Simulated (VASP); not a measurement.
# Li4TaO (P6/mmm) in VASP: a series of runs

Runs on Li4TaO. Level: PBE. Tasks: single point.

All numbers are computed with VASP 6.6.1; they aren't measurements. Logs are shortened: lines on timing, memory, paths and dates and some standing lists are left out, and cuts for length are marked.

## (1) The cell of the first run

It takes space group P6/mmm (No. 191, hexagonal). Conventional cell: a = 3.139 Å, b = 3.139 Å, c = 6.971 Å, α = 90.00°, β = 90.00°, γ = 120.00°. Li (site symmetry 3m) has 3 Li at 1.81 Å within 2.4 Å. Ta (site symmetry 6/mmm) has 12 Li at 2.44 Å and 6 Ta at 3.14 Å within 3.2 Å. Within 3.4 Å of O (site symmetry 6/mmm) lie 12 Li at 2.59 Å and 6 O at 3.14 Å.

## (2) Single point, PBE

Input file INCAR:

```
PREC = Accurate ; ENCUT = 520
EDIFF = 1E-7 ; ISMEAR = 0
SIGMA = 0.1 ; LREAL = F
LASPH = T ; NELM = 80
ALGO = Normal ; ISIF = 2
LWAVE = F ; LCHARG = F
GGA = PE ; NBANDS = 24
```

Input file KPOINTS:

```
regular mesh
0
Gamma
  6 6 4
```

Input file POSCAR:

```
Li4TaO
1.0
    3.1393860100      0.0000000000      0.0000000000
   -1.5696930000      2.7187880300      0.0000000000
    0.0000000000      0.0000000000      6.9707714100
Li Ta O
4 1 1
Direct
    0.6666666700      0.3333333300      0.2336920100
    0.3333333300      0.6666666700      0.7663079900
    0.3333333300      0.6666666700      0.2336920100
    0.6666666700      0.3333333300      0.7663079900
    0.0000000000      0.0000000000      0.0000000000
    0.0000000000      0.0000000000      0.5000000000
```

Potentials or basis: VASP PAW PBE potentials, release 64 (Li_sv, Ta_pv, O).

Command:

```sh
$ cat potpaw_PBE.64/Li_sv/POTCAR potpaw_PBE.64/Ta_pv/POTCAR potpaw_PBE.64/O/POTCAR > POTCAR
$ mpirun -np 1 vasp_std > vasp.out
```

OUTCAR:

```text
PREC = Accurate
   ENCUT = 520
   EDIFF = 1E-7
   ISMEAR = 0
   LREAL = F
   LASPH = T
   NELM = 80
   ISIF = 2
   GGA = PE

 ion  position               nearest neighbor table
   1  0.667  0.333  0.234-   3 1.81   3 1.81   3 1.81   5 2.44   5 2.44   5 2.44
   2  0.333  0.667  0.766-   4 1.81   4 1.81   4 1.81   5 2.44   5 2.44   5 2.44
   3  0.333  0.667  0.234-   1 1.81   1 1.81   1 1.81   5 2.44   5 2.44   5 2.44
   4  0.667  0.333  0.766-   2 1.81   2 1.81   2 1.81   5 2.44   5 2.44   5 2.44
   5  0.000  0.000  0.000-   1 2.44   2 2.44   3 2.44   4 2.44   2 2.44   3 2.44   1 2.44   4 2.44
                             1 2.44   4 2.44   2 2.44   3 2.44
   6  0.000  0.000  0.500-

  LATTYP: Found a hexagonal cell.
 ALAT       =     3.1393860100
 C/A-ratio  =     2.2204250729

  Lattice vectors:

 A1 = (   3.1393860100,   0.0000000000,   0.0000000000)
 A2 = (  -1.5696930000,   2.7187880300,   0.0000000000)
 A3 = (   0.0000000000,   0.0000000000,   6.9707714100)

Analysis of symmetry for initial positions (statically):
=====================================================================
 Subroutine PRICEL returns:
 Original cell was already a primitive cell.

 Routine SETGRP: Setting up the symmetry group for a
 hexagonal supercell.

 Subroutine GETGRP returns: Found 24 space group operations
 (whereof 24 operations were pure point group operations)
 out of a pool of 24 trial point group operations.

The static configuration has the point symmetry D_6h.

Analysis of symmetry for dynamics (positions and initial velocities):
=====================================================================
 Subroutine PRICEL returns:
 Original cell was already a primitive cell.

 Routine SETGRP: Setting up the symmetry group for a
 hexagonal supercell.

 Subroutine GETGRP returns: Found 24 space group operations
 (whereof 24 operations were pure point group operations)
 out of a pool of 24 trial point group operations.

The dynamic configuration has the point symmetry D_6h.

 Subroutine INISYM returns: Found 24 space group operations
 (whereof 24 operations are pure point group operations),
 and found     1 'primitive' translations

----------------------------------------------------------------------------------------

                                     Primitive cell

  volume of cell :      59.4978

  direct lattice vectors                    reciprocal lattice vectors
[... 93 lines left out ...]
   EDIFFG = 0.1E-05   stopping-criterion for IOM
   NSW    =      0    number of steps for IOM
   IBRION =     -1    ionic relax: 0-MD 1-quasi-New 2-CG
   NFREE  =      0    steps in history (QN), initial steepest desc. (CG)
   ISIF   =      2    stress and relaxation
   ISYM   =      2    0-nonsym 1-usesym 2-fastsym
   POTIM  = 0.5000    time-step for ionic-motion
   TEBEG  =    0.0;   TEEND  =   0.0 temperature during run
   PSTRESS=    0.0 pullay stress
   NELECT =      29.0000    total number of electrons
   NUPDOWN=      -1.0000    fix difference up-down
   EMIN   =  10.00;   EMAX   =-10.00  energy-range for DOS
   EFERMI =   0.00;   METHOD = LEGACY
   ISMEAR =     0;   SIGMA  =   0.10  broadening in eV -4-tet -1-fermi 0-gaus
   EFERMI_NEDOS =   21; number of points for ismear=-14 and -15
   IALGO  =     38    algorithm
   IMIX   =      4    mixing-type and parameters
     AMIX     =   0.40;   BMIX     =  1.00
     AMIX_MAG =   1.60;   BMIX_MAG =  1.00
  volume/ion in A,a.u.               =       9.92        66.92
  Fermi-wavevector in a.u.,A,eV,Ry     =   1.288370  2.434666 22.584265  1.659897
  Thomas-Fermi vector in A             =   2.420328
   LORBIT       =      0    0 simple, 1 ext, 2 COOP (PROOUT), +10 PAW based schemes
   GGA     = PE    functional components
   LHFCALC =     F    Hartree Fock is set to
   AEXX    =    0.0000 exact exchange contribution
   IVDW    =     0    specifies the selected vdW correction
   LEPSILON=     F    determine dielectric tensor
   LRPA    =     F    only Hartree local field effects (RPA)
 non-spin polarized calculation
 Gauss-broadening in eV      SIGMA  =   0.10
  energy-cutoff  :      520.00
  volume of cell :       59.50
 maximum number of plane-waves:      1614
 NGX is ok and might be reduce to    24
   NGX = 11   NGY = 11   NGZ = 25

 number of electron      28.9999989 magnetization

 Free energy of the ion-electron system (eV)
  ---------------------------------------------------
  ext. energy  EPLUGINS =         0.00000000
  ---------------------------------------------------
  free energy    TOTEN  =       -17.29828138 eV

  energy without entropy =      -17.26931999  energy(sigma->0) =      -17.28380068

 E-fermi :   3.8309     XC(G=0): -10.5386

 val. band max:        3.8119854990   @ k =   0.0000   0.0000   0.0000
 cond. band min:       3.9016407150   @ k =   0.3333   0.1667   0.2500
 fundamental gap:      0.0896552160
 Fermi energy:         3.8309456226

 k-point     1 :       0.0000    0.0000    0.0000
  band No.  band energies     occupation
      1     -43.3233      2.00000
      2     -43.3159      2.00000
      3     -42.3005      2.00000
      4     -42.2992      2.00000
      5     -29.5100      2.00000
      6     -28.9284      2.00000
[... 556 lines left out ...]
     23      13.2851      0.00000
     24      13.2851      0.00000

------------------------ aborting loop because EDIFF is reached ----------------------------------------

  FORCE on cell =-STRESS in cart. coord.  units (eV):
  Direction    XX          YY          ZZ          XY          YZ          ZX
  --------------------------------------------------------------------------------------
  -------------------------------------------------------------------------------------
  Total       16.3253647     16.3253646      6.3186936      0.0000000      0.0000000     -0.0000000
  in kB      439.6150632    439.6150609    170.1519663      0.0000008      0.0000000     -0.0000000
  external PRESSURE =     349.7940301 kB  Pullay stress =       0.0000000 kB

 VOLUME and BASIS-vectors are now :
 -----------------------------------------------------------------------------
  energy-cutoff  :      520.00
  volume of cell :       59.50
      direct lattice vectors                 reciprocal lattice vectors
     3.139386010  0.000000000  0.000000000     0.318533623  0.183905473  0.000000000
    -1.569693000  2.718788030  0.000000000     0.000000000  0.367810947  0.000000000
     0.000000000  0.000000000  6.970771410     0.000000000  0.000000000  0.143456146

 POSITION                                       TOTAL-FORCE (eV/Angst)
 -----------------------------------------------------------------------------------
      1.56969      0.90626      1.62901        -0.000000      0.000000      4.422537
     -0.00000      1.81253      5.34176         0.000000     -0.000000     -4.422537
     -0.00000      1.81253      1.62901         0.000000     -0.000000      4.422537
      1.56969      0.90626      5.34176        -0.000000      0.000000     -4.422537
      0.00000      0.00000      0.00000        -0.000000     -0.000000     -0.000000
      0.00000      0.00000      3.48539        -0.000000     -0.000000     -0.000000
 -----------------------------------------------------------------------------------
    total drift:                                0.000000      0.000000      0.000000

  FREE ENERGIE OF THE ION-ELECTRON SYSTEM (eV)
  ---------------------------------------------------
  free  energy   TOTEN  =       -17.2982813819 eV

  energy  without entropy=      -17.2693199856  energy(sigma->0) =      -17.28380068
```

OSZICAR:

```text
N       E                     dE             d eps       ncg     rms          rms(c)
DAV:   1     0.235142001108E+03    0.23514E+03   -0.14392E+04  1008   0.134E+03
DAV:   2     0.681592411452E+01   -0.22833E+03   -0.21722E+03  1184   0.363E+02
DAV:   3    -0.172602985483E+02   -0.24076E+02   -0.23194E+02  2000   0.775E+01
DAV:   4    -0.181361527179E+02   -0.87585E+00   -0.87365E+00  1232   0.196E+01
DAV:   5    -0.181779634626E+02   -0.41811E-01   -0.41808E-01  1600   0.296E+00    0.145E+01
DAV:   6    -0.190676380272E+02   -0.88967E+00   -0.18154E+01  1192   0.983E+00    0.155E+01
DAV:   7    -0.174941352882E+02    0.15735E+01   -0.21321E+01  1208   0.641E+00    0.662E+00
DAV:   8    -0.173497728755E+02    0.14436E+00   -0.54462E-01  1280   0.474E+00    0.151E+00
DAV:   9    -0.173092112630E+02    0.40562E-01   -0.11247E-01  1240   0.126E+00    0.828E-01
DAV:  10    -0.172988879865E+02    0.10323E-01   -0.38348E-02  1304   0.601E-01    0.351E-01
DAV:  11    -0.172983235699E+02    0.56442E-03   -0.52731E-03  1272   0.359E-01    0.851E-02
DAV:  12    -0.172982729810E+02    0.50589E-04   -0.26741E-04  1376   0.726E-02    0.614E-02
DAV:  13    -0.172983118011E+02   -0.38820E-04   -0.97846E-05  1264   0.470E-02    0.475E-02
DAV:  14    -0.172982836773E+02    0.28124E-04   -0.12960E-04  1416   0.358E-02    0.170E-02
DAV:  15    -0.172982815067E+02    0.21706E-05   -0.15633E-05  1312   0.149E-02    0.576E-03
DAV:  16    -0.172982813272E+02    0.17953E-06   -0.14128E-06  1240   0.442E-03    0.868E-04
DAV:  17    -0.172982813819E+02   -0.54741E-07   -0.27703E-08   696   0.104E-03
   1 F= -.17298281E+02 E0= -.17283801E+02  d E =-.289614E-01
```

Run time: 18 s. Hardware: 1 thread of Intel Xeon 6975P-C (Granite Rapids), shared host; peak memory 0.19 GiB.

What came out:

| Quantity | Value |
| --- | --- |
| Free energy | -17.2983 eV |
| Largest force | 4.423 eV/Å |

Forces in eV/Å, atoms in the order of the input:
```
Li   0.000  0.000  4.423
Li   0.000  0.000 -4.423
Li   0.000  0.000  4.423
Li   0.000  0.000 -4.423
Ta   0.000  0.000  0.000
O    0.000  0.000  0.000
```

Caveat: the k points lie up to 0.39 Å⁻¹ apart; the cutoff is under 1.25 times the usual one of these potentials, so pressure, stress and relaxed cells hold a basis-set (Pulay) error; spin-orbit coupling is left out, which moves the levels of the heavy elements; an odd number of electrons without spin polarisation forces a metal; a magnetic or distorted state may lie lower.

## (3) Single point, PBE

This run uses another cell than the first one, of 10.91 Å³/atom, 1.100 times its volume.

Input file INCAR:

```
  PREC = Accurate
  ENCUT = 520
  EDIFF = 1E-6
  ISMEAR = 0
  SIGMA = 0.1
  LREAL = F
  LASPH = T
  NELM = 100
  ALGO = Normal
  ISIF = 2
  LWAVE = F
  LCHARG = F
  GGA = PE
  NBANDS = 24
```

Input file KPOINTS:

```
Automatic mesh
0
Gamma
  6 6 4
```

Input file POSCAR:

```
Li4TaO
1.0
    3.2092816252     -0.0000000030      0.0000000000
   -1.6046408101      2.7793194168      0.0000000000
    0.0000000000      0.0000000000      7.3405586059
Li Ta O
4 1 1
Direct
    0.6666666667      0.3333333333      0.3336107784
    0.3333333333      0.6666666667      0.6663892216
    0.3333333333      0.6666666667      0.3336107784
    0.6666666667      0.3333333333      0.6663892216
    0.0000000000      0.0000000000      0.0000000000
    0.0000000000      0.0000000000      0.5000000000
```

Potentials or basis: VASP PAW PBE potentials, release 64 (Li_sv, Ta_pv, O).

Command:

```sh
$ cat potpaw_PBE.64/Li_sv/POTCAR potpaw_PBE.64/Ta_pv/POTCAR potpaw_PBE.64/O/POTCAR > POTCAR
$ mpirun -np 1 vasp_std > vasp.out
```

Wall time 16 s (1 thread of Intel Xeon 6975P-C (Granite Rapids), shared host); peak memory 0.19 GiB.

Results (log left out):

```yaml
Free_energy: -24.8540 eV
Largest_force: 0.004 eV/Å
```

Forces on the atoms (eV/Å):
```
Li   0.000  0.000  0.004
Li   0.000  0.000 -0.004
Li   0.000  0.000  0.004
Li   0.000  0.000 -0.004
Ta   0.000  0.000  0.000
O    0.000  0.000  0.000
```

Levels at points of the mesh, in eV from the Fermi level:
```csv
k point,band 11,band 12,band 13,band 14,band 15,band 16,band 17,band 18
"(0.00, 0.00, 0.00)",-4.79,-4.79,-1.56,-1.39,0.91,0.91,1.16,2.77
"(0.50, 0.00, 0.00)",-5.58,-2.88,-1.96,-0.73,-0.09,1.53,1.95,3.55
"(0.00, 0.00, 0.50)",-4.79,-4.79,-2.30,-0.94,0.92,0.92,1.13,2.79
"(0.50, 0.00, 0.50)",-5.58,-2.59,-1.94,-0.12,0.06,0.33,1.69,4.27
```

Caveat: the k points lie up to 0.38 Å⁻¹ apart; the cutoff is under 1.25 times the usual one of these potentials, so pressure, stress and relaxed cells hold a basis-set (Pulay) error; spin-orbit coupling is left out, which moves the levels of the heavy elements; an odd number of electrons without spin polarisation forces a metal; a magnetic or distorted state may lie lower.
